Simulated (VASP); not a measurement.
Set up this calculation in VASP 6.6.1, as the native input.

```yaml
Task: single point
Functional: r2SCAN
Potentials_or_basis: VASP PAW PBE potentials, release 64 (Ba_sv, Zr_sv, O)
Cutoff: 660 eV
k_mesh: 6 × 6 × 6
Occupations: gaussian, width 0.02 eV
Spin: no spin polarisation
Dipole_correction: no
Further_INCAR_settings: ALGO = Normal; EDIFF = 1e-06; NBANDS = 28
```

Crystal: BaZrO3.

```
Ba Zr O
1.0
     4.18072    0.00000    0.00000
     0.00000    4.18072    0.00000
     0.00000    0.00000    4.18072
Ba Zr O
1 1 3
Direct
  0.00000 0.00000 0.00000
  0.50000 0.50000 0.50000
  0.50000 0.50000 0.00000
  0.00000 0.50000 0.50000
  0.50000 0.00000 0.50000
```

One way to write it, as run:

POSCAR

```
BaZrO3
1.0
    4.1807189696      0.0000000000      0.0000000000
    0.0000000000      4.1807189696      0.0000000000
    0.0000000000      0.0000000000      4.1807189696
Ba Zr O
1 1 3
Direct
    0.0000000000      0.0000000000      0.0000000000
    0.5000000000      0.5000000000      0.5000000000
    0.5000000000      0.5000000000      0.0000000000
    0.0000000000      0.5000000000      0.5000000000
    0.5000000000      0.0000000000      0.5000000000
```

INCAR.step1

```
ALGO = Normal ; EDIFF = 1E-5
ENCUT = 660 ; GGA = PE
GGA_COMPAT = False ; ISMEAR = 0
LASPH = True ; LCHARG = False
LREAL = False ; LWAVE = True
NBANDS = 28 ; NELM = 120
PREC = Accurate ; SIGMA = 0.02
```

INCAR.step2

```
ALGO = Normal ; EDIFF = 1E-6
ENCUT = 660 ; GGA_COMPAT = False
ISIF = 2 ; ISMEAR = 0
ISTART = 1 ; LASPH = True
LCHARG = False ; LMIXTAU = True
LREAL = False ; LWAVE = False
METAGGA = R2SCAN ; NBANDS = 28
NELM = 120 ; PREC = Accurate
SIGMA = 0.02
```

KPOINTS

```
k-points
0
Gamma
  6 6 6
```

Potentials or basis: VASP PAW PBE potentials, release 64 (Ba_sv, Zr_sv, O).

The run is started by

```bash
$ cat potpaw_PBE.64/Ba_sv/POTCAR potpaw_PBE.64/Zr_sv/POTCAR potpaw_PBE.64/O/POTCAR > POTCAR
$ cp INCAR.step1 INCAR
$ mpirun -np 1 vasp_std > vasp.out
$ cp INCAR.step2 INCAR
$ mpirun -np 1 vasp_std > vasp.out
```

Results of the run:

```json
{
  "Pressure": "3.9 GPa",
  "Band gap on the k mesh": "3.72 eV (least direct gap 3.96 eV)"
}
```

Caveat: the cell stands under pressure; the PAW data sets were made with another functional, which shifts forces and pressure a little; spin-orbit coupling is left out, which moves the levels of the heavy elements.

Run time: 3.7 min on 1 thread of AMD EPYC 7R43 64-Core Processor (Zen 3) (shared host), peak memory 0.22 GiB.
